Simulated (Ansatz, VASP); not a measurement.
**BaTiO3 in VASP and in Ansatz**

The input POSCAR:

```
BaTiO3
1.0
    2.8273666084      1.6323808724      2.3183934932
   -2.8273666084      1.6323808724      2.3183934932
    0.0000000000     -3.2647617449      2.3183934932
Ba Ti O
1 1 3
Direct
    0.0000000000      0.0000000000      0.0000000000
    0.4845000000      0.4845000000      0.4845000000
    0.5086000000      0.0175000000      0.5086000000
    0.0175000000      0.5086000000      0.5086000000
    0.5086000000      0.5086000000      0.0175000000
```

File INCAR.step1:

```
PREC = Accurate
ENCUT = 600
ISMEAR = -1
SIGMA = 0.05
LREAL = False
LASPH = True
NELM = 80
GGA = PE
ALGO = Normal
EDIFF = 1E-4
LWAVE = True
LCHARG = False
```

The input INCAR.step2:

```
PREC = Accurate
ENCUT = 600
EDIFF = 1E-6
ISMEAR = -1
SIGMA = 0.05
LREAL = False
LASPH = True
NELM = 80
ALGO = Normal
ISIF = 3
LWAVE = False
LCHARG = False
METAGGA = R2SCAN
LMIXTAU = True
IBRION = 2
NSW = 60
EDIFFG = -0.01
ISTART = 1
```

The input KPOINTS:

```
regular mesh
0
Gamma
  7 7 7
```

File input.yaml:

```yaml
crystal:
  lattice:
    - [2.8273666084, 1.6323808724, 2.3183934932]
    - [-2.8273666084, 1.6323808724, 2.3183934932]
    - [0.0, -3.2647617449, 2.3183934932]
  atoms:
    - { symbol: Ba, position: [0.0, 0.0, 0.0] }
    - { symbol: Ti, position: [0.4845, 0.4845, 0.4845] }
    - { symbol: O, position: [0.5086, 0.0175, 0.5086] }
    - { symbol: O, position: [0.0175, 0.5086, 0.5086] }
    - { symbol: O, position: [0.5086, 0.5086, 0.0175] }
hamiltonian:
  xc: r2scan
  pseudopotentials: { kind: paw }
kpoints:
  mp_grid: { grid: [7, 7, 7] }
scf:
  occupations: { method: fermi_dirac, width: 0.05 }
output:
  forces: true
  stress: true
  eigenvalues: true
  write_density: true
  write_potential: true
  elf: true
  volumetric_format: npy
relax:
  f_tol: 0.01
  max_steps: 40
  cell: { stress_tol: 0.05 }
```

Alike in both runs: task relaxation of cell and atoms; functional r2SCAN; k mesh 7 × 7 × 7; occupations fermi-dirac, width 0.05 eV; no spin polarisation.

|  | VASP | Ansatz |
| --- | --- | --- |
| version | VASP 6.6.1 | Ansatz 0.2.0 |
| potentials or method | VASP PAW PBE potentials, release 64 (Ba_sv, Ti_sv, O) | Ansatz PAW |
| plane-wave cutoff (eV) | 600 | 500 |
| valence electrons in the cell | 40 | 40 |

Ansatz gave:

* gap on the k mesh at the Fermi level, each at its own relaxed structure (eV): 2.93
* relaxed volume (Å³/atom): 13.03
* relaxed cell length with the largest relative difference (Å): 4.024

Q: Estimate VASP's values.

A: gap on the k mesh at the Fermi level, each at its own relaxed structure (eV): 2.82; relaxed volume (Å³/atom): 13.14; relaxed cell length with the largest relative difference (Å): 4.035.

VASP's potentials were made for PBE, not for r2SCAN.

Neither program's run includes spin-orbit coupling. Noted on Ansatz's run: odd divisions of the mesh miss points on the zone boundary, where band edges often lie, so the gap on the mesh can be too wide; the plane-wave basis is chosen anew once the cell has moved, so the energies of steps on either side of that aren't comparable.
